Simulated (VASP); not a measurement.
# CO2: single point with PBE

Crystal: CO2.

```
C O
1.0
     3.51610    0.00000    0.00000
     0.00000    3.51610    0.00000
     0.00000    0.00000    4.10430
C O
2 4
Direct
  0.00000 0.00000 0.00000
  0.50000 0.50000 0.50000
  0.23000 0.23000 0.00000
  0.27000 0.73000 0.50000
  0.77000 0.77000 0.00000
  0.73000 0.27000 0.50000
```

- Program: VASP 6.6.1
- Task: single point
- Functional: PBE
- Potentials or basis: VASP PAW PBE potentials, release 64 (C, O)
- Cutoff: 520 eV
- k mesh: 6 × 6 × 6
- Occupations: fermi-dirac, width 0.01 eV
- Spin: no spin polarisation
- Dipole correction: no
- k mesh for the DOS: 9 × 9 × 9
- Occupations for the DOS: tetrahedron
- Further INCAR settings: ALGO = Normal; EDIFF = 1e-06

| Item | Value |
| --- | --- |
| Valence electrons inside the program's atomic spheres | C 2.85; O 5.25 |

Levels at points of the mesh, in eV from the valence-band top:
| k point | band 14 | band 15 | band 16 | band 17 | band 18 | band 19 |
| --- | --- | --- | --- | --- | --- | --- |
| (0.00, 0.00, 0.00) | -1.87 | -1.37 | -1.37 | 5.92 | 6.63 | 6.63 |

Run time: 110 s on 1 thread of Intel(R) Xeon(R) Platinum 8375C CPU @ 2.90GHz (Ice Lake), on a shared host, peak memory 0.18 GiB.
